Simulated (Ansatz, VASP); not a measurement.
## CoSn in VASP and in Ansatz

```
Co Sn
1.0
     5.28741    0.00000    0.00000
    -2.64370    4.57903    0.00000
     0.00000    0.00000    4.25723
Co Sn
3 3
Cartesian
  -1.3219 2.2895 0.0000
  1.3219 2.2895 0.0000
  2.6437 0.0000 0.0000
  2.6437 1.5263 2.1286
  0.0000 3.0527 2.1286
  0.0000 0.0000 0.0000
```

Alike in both runs: functional PBE; k mesh 9 × 9 × 8; occupations fermi-dirac, width 0.15 eV; no spin polarisation.

Ansatz relaxed the structure, and its values are those at the end. VASP's run is a single point on that final structure, the one shown.

```csv
,VASP,Ansatz
version,VASP 6.6.1,Ansatz 0.2.0
potentials or method,"VASP PAW PBE potentials, release 64 (Co, Sn_d), cutoff 520 eV","scalar-relativistic, plane waves, PAW"
valence electrons in the cell,69,93
```

```tsv
	VASP	Ansatz	Ansatz less VASP
gap on the k mesh at the Fermi level (eV)	none	none	-
pressure (GPa)	-0.1	0.0	+0.08
```

A gap of «none» marks a metal or a gap that the smearing closes. The functional is the same, so the differences come from potentials, cutoffs and numerics. VASP's potentials hold 69 valence electrons a cell and Ansatz's 93, so a difference there can come from the potentials and not from the codes.
